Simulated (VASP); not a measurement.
# Pt (P6_3/mmc) in VASP: a series of runs

The runs below take Pt through single point, with PBE.

Program: VASP 6.6.1. These are calculated values, not measurements. Logs are shortened: lines on timing, memory, paths and dates and some standing lists are left out, and cuts for length are marked.

**1. The cell of the first run**

The structure is hexagonal, space group P6_3/mmc (No. 194). Conventional cell: a = 2.674 Å, b = 2.674 Å, c = 8.930 Å, α = 90.00°, β = 90.00°, γ = 120.00°. Within 3.5 Å of Pt (site symmetry -3m) lie 12 Pt at 2.67 to 2.71 Å. Within 3.5 Å of Pt (site symmetry -6m2) lie 12 Pt at 2.67 to 2.71 Å.

**2. Single point, PBE (volume scaled by 0.88)**

Contents of INCAR:

```
SYSTEM = Pt
PREC     = Accurate       ! precision mode
ENCUT    = 520            ! plane-wave cutoff, eV
EDIFF    = 1E-6           ! SCF threshold, eV
ISMEAR   = -1             ! smearing method
SIGMA    = 0.1            ! smearing width, eV
LREAL    = .False.        ! projectors in reciprocal space
LASPH    = .True.         ! aspherical terms in the spheres
NELM     = 60             ! most SCF steps
ALGO     = Normal         ! electronic algorithm
ISIF     = 2              ! what is computed and relaxed
LWAVE    = .False.        ! write WAVECAR
LCHARG   = .False.        ! write CHGCAR
GGA      = PE             ! functional
NBANDS   = 28             ! bands
```

Contents of KPOINTS:

```
Automatic mesh
0
Gamma
  15 15 4
  0 0 0
```

Contents of POSCAR:

```
Pt
1.0
    2.6743393486      0.0000000000      0.0000000000
   -1.3371696743      2.3160458142      0.0000000000
    0.0000000000      0.0000000000      8.9296464589
Pt
4
Direct
    0.0000000000      1.0000000000      1.0000000000
    0.0000000000      1.0000000000      0.5000000000
    0.3333333333      0.6666666667      0.2500000000
    0.6666666667      0.3333333333      0.7500000000
```

Potentials or basis: VASP PAW PBE potentials, release 64 (Pt).

The run is started by

```
cat potpaw_PBE.64/Pt/POTCAR > POTCAR
mpirun -np 1 vasp_std > vasp.out
```

OUTCAR:

```text
SYSTEM = Pt
   PREC = Accurate
   ENCUT = 520
   EDIFF = 1E-6
   ISMEAR = -1
   LREAL = .False.
   LASPH = .True.
   NELM = 60
   ISIF = 2
   GGA = PE

 ion  position               nearest neighbor table
   1  0.000  0.000  0.000-   3 2.71   4 2.71   3 2.71   4 2.71   4 2.71   3 2.71
   2  0.000  0.000  0.500-   3 2.71   4 2.71   3 2.71   4 2.71   4 2.71   3 2.71
   3  0.333  0.667  0.250-   1 2.71   2 2.71   1 2.71   2 2.71   1 2.71   2 2.71
   4  0.667  0.333  0.750-   1 2.71   2 2.71   1 2.71   2 2.71   1 2.71   2 2.71

  LATTYP: Found a hexagonal cell.
 ALAT       =     2.6743393486
 C/A-ratio  =     3.3390102358

  Lattice vectors:

 A1 = (   2.6743393486,   0.0000000000,   0.0000000000)
 A2 = (  -1.3371696743,   2.3160458142,   0.0000000000)
 A3 = (   0.0000000000,   0.0000000000,   8.9296464589)

Analysis of symmetry for initial positions (statically):
=====================================================================
 Subroutine PRICEL returns:
 Original cell was already a primitive cell.

 Routine SETGRP: Setting up the symmetry group for a
 hexagonal supercell.

 Subroutine GETGRP returns: Found 24 space group operations
 (whereof 12 operations were pure point group operations)
 out of a pool of 24 trial point group operations.

The static configuration has the point symmetry D_3d.
 The point group associated with its full space group is D_6h.

Analysis of symmetry for dynamics (positions and initial velocities):
=====================================================================
 Subroutine PRICEL returns:
 Original cell was already a primitive cell.

 Routine SETGRP: Setting up the symmetry group for a
 hexagonal supercell.

 Subroutine GETGRP returns: Found 24 space group operations
 (whereof 12 operations were pure point group operations)
 out of a pool of 24 trial point group operations.

The dynamic configuration has the point symmetry D_3d.
 The point group associated with its full space group is D_6h.

 Subroutine INISYM returns: Found 24 space group operations
 (whereof 12 operations are pure point group operations),
 and found     1 'primitive' translations

----------------------------------------------------------------------------------------

                                     Primitive cell

  volume of cell :      55.3093

  direct lattice vectors                    reciprocal lattice vectors
     2.674339349  0.000000000  0.000000000     0.373924125  0.215885194  0.000000000
    -1.337169674  2.316045814  0.000000000     0.000000000  0.431770388  0.000000000
     0.000000000  0.000000000  8.929646459     0.000000000  0.000000000  0.111986516

  length of vectors
     2.674339349  2.674339349  8.929646459     0.431770388  0.431770388  0.111986516

  position of ions in fractional coordinates (direct lattice)
     0.000000000  0.000000000  0.000000000
     0.000000000  0.000000000  0.500000000
     0.333333333  0.666666667  0.250000000
     0.666666667  0.333333333  0.750000000

  ion indices of the primitive-cell ions
   primitive index   ion index
                 1           1
                 2           2
                 3           3
                 4           4

----------------------------------------------------------------------------------------

 KPOINTS: Automatic mesh

Automatic generation of k-mesh.
 Grid dimensions read from file:
 generate k-points for:   15   15    4

 Generating k-lattice:

  Cartesian coordinates                     Fractional coordinates (reciprocal lattice)
     0.024928275  0.014392346  0.000000000     0.066666667  0.000000000  0.000000000
     0.000000000  0.028784693  0.000000000     0.000000000  0.066666667  0.000000000
     0.000000000  0.000000000  0.027996629     0.000000000  0.000000000  0.250000000

  Length of vectors
     0.028784693  0.028784693  0.027996629

  Shift w.r.t. Gamma in fractional coordinates (k-lattice)
     0.000000000  0.000000000  0.000000000

 Subroutine IBZKPT returns following result:
 ===========================================

 Found     81 irreducible k-points:

 Following reciprocal coordinates:
            Coordinates               Weight
  0.000000  0.000000  0.000000      1.000000
  0.066667  0.000000  0.000000      6.000000
  0.133333  0.000000  0.000000      6.000000
  0.200000  0.000000  0.000000      6.000000
  0.266667  0.000000  0.000000      6.000000
  0.333333  0.000000  0.000000      6.000000
[... 16 lines left out ...]
  0.333333  0.200000  0.000000     12.000000
  0.400000  0.200000  0.000000      6.000000
 [... further k-points ...]
   k-points           NKPTS =     81   k-points in BZ     NKDIM =     81   number of bands    NBANDS=     28
   number of dos      NEDOS =    301   number of ions     NIONS =      4
   total plane-waves  NPLWV =  28000
   dimension x,y,z NGX =    20 NGY =   20 NGZ =   70
   dimension x,y,z NGXF=    40 NGYF=   40 NGZF=  140
   ions per type =               4
   NGX,Y,Z   is equivalent  to a cutoff of  12.43, 12.43, 13.03 a.u.
   NGXF,Y,Z  is equivalent  to a cutoff of  24.87, 24.87, 26.06 a.u.
 SYSTEM =  Pt
   PREC   = accura    normal or accurate (medium, high low for compatibility)
   ISTART =      0    job   : 0-new  1-cont  2-samecut
   ICHARG =      2    charge: 1-file 2-atom 10-const
   ISPIN  =      1    spin polarized calculation?
   LNONCOLLINEAR =      F non collinear calculations
   LSORBIT =      F    spin-orbit coupling
   LASPH  =      T    aspherical Exc in radial PAW
   ENCUT  =  520.0 eV  38.22 Ry    6.18 a.u.   4.97  4.97 16.60*2*pi/ulx,y,z
   NELM   =     60;   NELMIN=  2; NELMDL= -5     # of ELM steps
   EDIFF  = 0.1E-05   stopping-criterion for ELM
   LREAL  =      F    real-space projection
   EDIFFG = 0.1E-04   stopping-criterion for IOM
   NSW    =      0    number of steps for IOM
   IBRION =     -1    ionic relax: 0-MD 1-quasi-New 2-CG
   NFREE  =      0    steps in history (QN), initial steepest desc. (CG)
   ISIF   =      2    stress and relaxation
   ISYM   =      2    0-nonsym 1-usesym 2-fastsym
   POTIM  = 0.5000    time-step for ionic-motion
   TEBEG  =    0.0;   TEEND  =   0.0 temperature during run
   PSTRESS=    0.0 pullay stress
   NELECT =      40.0000    total number of electrons
   NUPDOWN=      -1.0000    fix difference up-down
   EMIN   =  10.00;   EMAX   =-10.00  energy-range for DOS
   EFERMI =   0.00;   METHOD = LEGACY
   ISMEAR =    -1;   SIGMA  =   0.10  broadening in eV -4-tet -1-fermi 0-gaus
   EFERMI_NEDOS =   21; number of points for ismear=-14 and -15
   IALGO  =     38    algorithm
   IMIX   =      4    mixing-type and parameters
     AMIX     =   0.40;   BMIX     =  1.00
     AMIX_MAG =   1.60;   BMIX_MAG =  1.00
  volume/ion in A,a.u.               =      13.83        93.31
  Fermi-wavevector in a.u.,A,eV,Ry     =   1.469475  2.776905 29.379830  2.159357
  Thomas-Fermi vector in A             =   2.584848
   LORBIT       =      0    0 simple, 1 ext, 2 COOP (PROOUT), +10 PAW based schemes
   GGA     = PE    functional components
   LHFCALC =     F    Hartree Fock is set to
   AEXX    =    0.0000 exact exchange contribution
   IVDW    =     0    specifies the selected vdW correction
   LEPSILON=     F    determine dielectric tensor
   LRPA    =     F    only Hartree local field effects (RPA)
 non-spin polarized calculation
  energy-cutoff  :      520.00
  volume of cell :       55.31
 maximum number of plane-waves:      1524
 NGX is ok and might be reduce to    20
   NGX =  9   NGY =  9   NGZ = 33

 number of electron      39.9999998 magnetization

 Free energy of the ion-electron system (eV)
  ---------------------------------------------------
  ext. energy  EPLUGINS =         0.00000000
  ---------------------------------------------------
  free energy    TOTEN  =       -23.50864716 eV

  energy without entropy =      -23.31559084  energy(sigma->0) =      -23.41211900

 E-fermi :  13.0416     XC(G=0): -14.0159

 val. band max:       13.0362944420   @ k =   0.3333   0.0667   0.2500
 cond. band min:      13.0490774132   @ k =   0.4667   0.0000   0.0000
 fundamental gap:      0.0127829712
 Fermi energy:        13.0415943091

 k-point     1 :       0.0000    0.0000    0.0000
  band No.  band energies     occupation
      1       1.7853      2.00000
      2       3.8711      2.00000
      3       3.8755      2.00000
      4       4.6658      2.00000
      5       8.1851      2.00000
      6       8.2406      2.00000
[... 20 lines left out ...]
     27      26.8908      0.00000
     28      27.2637      0.00000

 k-point     2 :       0.0667    0.0000    0.0000
  band No.  band energies     occupation
      1       1.9627      2.00000
      2       4.0418      2.00000
      3       4.0463      2.00000
      4       4.8277      2.00000
      5       7.9870      2.00000
      6       8.1330      2.00000
[... 20 lines left out ...]
     27      26.9340      0.00000
     28      27.5687      0.00000

 k-point     3 :       0.1333    0.0000    0.0000
  band No.  band energies     occupation
      1       2.4739      2.00000
      2       4.5086      2.00000
      3       4.5133      2.00000
      4       5.2697      2.00000
      5       7.5855      2.00000
      6       7.8623      2.00000
[... 20 lines left out ...]
     27      26.9998      0.00000
     28      28.3790      0.00000

 k-point     4 :       0.2000    0.0000    0.0000
  band No.  band energies     occupation
      1       3.2464      2.00000
      2       5.0826      2.00000
      3       5.0908      2.00000
      4       5.8148      2.00000
      5       7.2106      2.00000
      6       7.5170      2.00000
[... 20 lines left out ...]
     27      26.8704      0.00000
     28      28.3065      0.00000

 k-point     5 :       0.2667    0.0000    0.0000
  band No.  band energies     occupation
      1       4.1156      2.00000
      2       5.3936      2.00000
      3       5.4040      2.00000
      4       6.0496      2.00000
      5       6.9811      2.00000
      6       7.1230      2.00000
[... 20 lines left out ...]
     27      26.2138      0.00000
     28      26.4993      0.00000

 k-point     6 :       0.3333    0.0000    0.0000
  band No.  band energies     occupation
      1       4.7320      2.00000
      2       5.2878      2.00000
      3       5.4404      2.00000
      4       5.9296      2.00000
      5       6.7274      2.00000
      6       6.7891      2.00000
[... 463 lines left out ...]
      5       6.8831      2.00000
      6       6.9495      2.00000
[... 20 lines left out ...]
     27      23.6737      0.00000
     28      25.1038      0.00000

 k-point    22 :       0.2667    0.2000    0.0000
  band No.  band energies     occupation
      1       5.7923      2.00000
      2       5.8793      2.00000
      3       6.3560      2.00000
      4       6.6088      2.00000
      5       6.6439      2.00000
      6       7.1320      2.00000
[... 20 lines left out ...]
     27      22.1972      0.00000
     28      23.6419      0.00000

 k-point    23 :       0.3333    0.2000    0.0000
  band No.  band energies     occupation
      1       5.7251      2.00000
      2       5.7377      2.00000
      3       6.3772      2.00000
      4       6.7910      2.00000
      5       6.9699      2.00000
      6       7.0607      2.00000
[... 20 lines left out ...]
     27      21.6348      0.00000
     28      22.6521      0.00000

 k-point    24 :       0.4000    0.2000    0.0000
  band No.  band energies     occupation
      1       5.6573      2.00000
      2       5.7140      2.00000
      3       6.3047      2.00000
      4       6.9918      2.00000
      5       6.9923      2.00000
      6       7.2007      2.00000
[... 20 lines left out ...]
     27      21.3453      0.00000
     28      23.0368      0.00000

 [... further k-points ...]

------------------------ aborting loop because EDIFF is reached ----------------------------------------

  FORCE on cell =-STRESS in cart. coord.  units (eV):
  Direction    XX          YY          ZZ          XY          YZ          ZX
  --------------------------------------------------------------------------------------
  -------------------------------------------------------------------------------------
  Total       15.1444459     15.1444459     14.7013678      0.0000000     -0.0000000      0.0000000
  in kB      438.6983962    438.6983962    425.8634806      0.0000000     -0.0000000      0.0000000
  external PRESSURE =     434.4200910 kB  Pullay stress =       0.0000000 kB

 VOLUME and BASIS-vectors are now :
 -----------------------------------------------------------------------------
  energy-cutoff  :      520.00
  volume of cell :       55.31
      direct lattice vectors                 reciprocal lattice vectors
     2.674339349  0.000000000  0.000000000     0.373924125  0.215885194  0.000000000
    -1.337169674  2.316045814  0.000000000     0.000000000  0.431770388  0.000000000
     0.000000000  0.000000000  8.929646459     0.000000000  0.000000000  0.111986516

 POSITION                                       TOTAL-FORCE (eV/Angst)
 -----------------------------------------------------------------------------------
      0.00000      0.00000      0.00000        -0.000000     -0.000000      0.000000
      0.00000      0.00000      4.46482        -0.000000     -0.000000      0.000000
     -0.00000      1.54403      2.23241         0.000000      0.000000     -0.000000
      1.33717      0.77202      6.69723         0.000000     -0.000000      0.000000
 -----------------------------------------------------------------------------------
    total drift:                                0.000000     -0.000000      0.000000

  FREE ENERGIE OF THE ION-ELECTRON SYSTEM (eV)
  ---------------------------------------------------
  free  energy   TOTEN  =       -23.5086471614 eV

  energy  without entropy=      -23.3155908409  energy(sigma->0) =      -23.41211900
```

It took 60 s on 1 thread of Intel Xeon 6975P-C (Granite Rapids), shared host; peak memory 0.22 GiB.

Results:

```yaml
Free_energy: -23.5086 eV
Pressure: 43.4 GPa
Band_gap_on_the_k_mesh: zero (band 20 reaches 13.49 eV, above the bottom of band 21 at 11.91 eV)
```

Stress tensor (GPa, compression positive):
```
43.87  0.00  0.00
 0.00 43.87  0.00
 0.00  0.00 42.59
```

Caveat: spin-orbit coupling is left out, which moves the levels of the heavy elements.

(Part 1 of 2 ends here.)
